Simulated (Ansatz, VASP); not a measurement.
LiF in VASP and in Ansatz

Contents of POSCAR:

```
LiF
1.0
    0.0000000000      2.0078527600      2.0078527600
    2.0078527600      0.0000000000      2.0078527600
    2.0078527600      2.0078527600      0.0000000000
Li F
1 1
Direct
    0.0000000000      0.0000000000      0.0000000000
    0.5000000000      0.5000000000      0.5000000000
```

File INCAR.step1:

```
SYSTEM = LiF
PREC = Accurate
ENCUT = 520
ISMEAR = -1
SIGMA = 0.02
LREAL = .FALSE.
LASPH = .TRUE.
NELM = 60
GGA = PE
ALGO = Normal
EDIFF = 1E-4
LWAVE = .TRUE.
LCHARG = .FALSE.
```

File INCAR.step2:

```
SYSTEM = LiF
PREC = Accurate
ENCUT = 520
EDIFF = 1E-6
ISMEAR = -1
SIGMA = 0.02
LREAL = .FALSE.
LASPH = .TRUE.
NELM = 60
ALGO = Normal
ISIF = 2
LWAVE = .FALSE.
LCHARG = .FALSE.
METAGGA = R2SCAN
LMIXTAU = .TRUE.
IBRION = 2
NSW = 50
EDIFFG = -0.01
ISTART = 1
```

File KPOINTS:

```
Automatic mesh
0
G
  12 12 12
  0 0 0
```

Input for Ansatz:

```yaml
crystal:
  lattice:
    - [0.0, 2.00785276, 2.00785276]
    - [2.00785276, 0.0, 2.00785276]
    - [2.00785276, 2.00785276, 0.0]
  atoms:
    - { symbol: Li, position: [0.0, 0.0, 0.0] }
    - { symbol: F, position: [0.5, 0.5, 0.5] }
  symmetry: { tolerance: 0.0003 }
hamiltonian:
  xc: r2scan
  pseudopotentials: { kind: paw, azcp: { folder: soft_1 } }
basis:
  ecutwfc: 500
magnetization:
  spin_polarized: false
scf:
  occupations: { method: fermi_dirac, width: 0.02 }
kpoints:
  mp_grid: { grid: [12, 12, 12], shift: [0, 0, 0] }
  band_path:
    path:
      - [0.0, 0.0, 0.0]
      - [0.5, 0.0, 0.5]
      - [0.625, 0.25, 0.625]
      - [0.375, 0.375, 0.75]
      - [0.0, 0.0, 0.0]
      - [0.5, 0.5, 0.5]
      - [0.5, 0.25, 0.75]
      - [0.5, 0.0, 0.5]
    npoints: 10
output:
  forces: true
  stress: true
  eigenvalues: true
  write_potential: true
  elf: true
  volumetric_format: npy
  dos: { e_range: [-12, 8], de: 0.05 }
relax:
  max_steps: 30
```

Alike in both runs: task relaxation of the atoms; functional r2SCAN; k mesh 12 × 12 × 12; occupations fermi-dirac, width 0.02 eV; no spin polarisation.

|  | VASP | Ansatz |
| --- | --- | --- |
| version | VASP 6.6.1 | Ansatz 0.2.0 |
| potentials or method | VASP PAW PBE potentials, release 64 (Li_sv, F), cutoff 520 eV | PAW plane waves |
| valence electrons in the cell | 10 | 10 |

Ansatz gave:

| Property | Result |
| --- | --- |
| gap on the k mesh at the Fermi level, each at its own relaxed structure (eV) | 10.15 |

Task: Estimate VASP's values.

Result: gap on the k mesh at the Fermi level, each at its own relaxed structure (eV): 10.37.

VASP's potentials were made for PBE, not for r2SCAN. Ansatz's warnings: stress scf threshold loose.

Noted on VASP's run: the cutoff is under 1.25 times that of the potentials, so the pressure is a little rough; the relaxation stopped at its first step, so nothing moved.
